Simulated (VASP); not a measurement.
Input of a VASP 6.6.1 run:

Contents of INCAR:

```
SYSTEM = La3Hf
PREC = Accurate
ENCUT = 520
EDIFF = 1E-6
ISMEAR = 0
SIGMA = 0.1
LREAL = .False.
LASPH = .True.
NELM = 80
ALGO = Fast
ISIF = 2
LWAVE = .False.
LCHARG = .False.
GGA = PE
NBANDS = 30
```

KPOINTS

```
regular mesh
0
Gamma
  10 10 10
  0 0 0
```

The input POSCAR:

```
La3Hf
1.0
    0.0000000000      4.0051745582      4.0051745582
    4.0051745582      0.0000000000      4.0051745582
    4.0051745582      4.0051745582      0.0000000000
La Hf
3 1
Direct
    0.2500000000      0.2500000000      0.2500000000
    0.0000000000      0.0000000000      0.0000000000
    0.7500000000      0.7500000000      0.7500000000
    0.5000000000      0.5000000000      0.5000000000
```

Potentials or basis: VASP PAW PBE potentials, release 64 (La, Hf_pv).

Launch:

```sh
$ cat potpaw_PBE.64/La/POTCAR potpaw_PBE.64/Hf_pv/POTCAR > POTCAR
$ mpirun -np 1 vasp_std > vasp.out
```

**Question.** Estimate the band gap on the k mesh.

**Answer.** Zero (an odd number of electrons rules out a gap without spin polarisation).

**Question.** What does it give for the pressure?

**Answer.** 0.0 GPa.

Caveat: spin-orbit coupling is left out, which moves the levels of the heavy elements.
